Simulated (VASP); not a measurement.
Here is a VASP 6.6.1 calculation.

INCAR

```
SYSTEM = Bi
PREC = Accurate ; ENCUT = 520
EDIFF = 1E-7 ; ISMEAR = -1
SIGMA = 0.05 ; LREAL = .False.
LASPH = .True. ; NELM = 60
ALGO = Fast ; ISIF = 2
LWAVE = .False. ; LCHARG = .False.
GGA = PS ; IVDW = 13
NBANDS = 22
```

The input KPOINTS:

```
Automatic mesh
0
Gamma
  8 8 4
  0 0 0
```

POSCAR

```
Bi
1.0
    3.2897252181      0.0000000000      0.0213931880
    0.0000000000      3.2202211503      0.0000000000
   -0.0391613301      0.0000000000      5.9522424957
Bi
2
Direct
    0.6874952506      0.0000000000      0.7500071933
    0.3125047494      0.0000000000      0.2499928067
```

Potentials or basis: VASP PAW PBE potentials, release 64 (Bi_d).

Launch:

```console
$ cat potpaw_PBE.64/Bi_d/POTCAR > POTCAR
$ mpirun -np 1 vasp_std > vasp.out
```

**Question.** Estimate the largest force.

**Answer.** 0.005 eV/Å.

**Question.** What does it give for the pressure?

**Answer.** -0.1 GPa.

**Question.** Predict the dispersion energy per atom.

**Answer.** -0.314 eV.

Forces on the atoms (eV/Å):
```
Bi   0.005  0.000  0.000
Bi  -0.005  0.000  0.000
```

Caveat: the PAW data sets were made with another functional, which shifts forces and pressure a little.
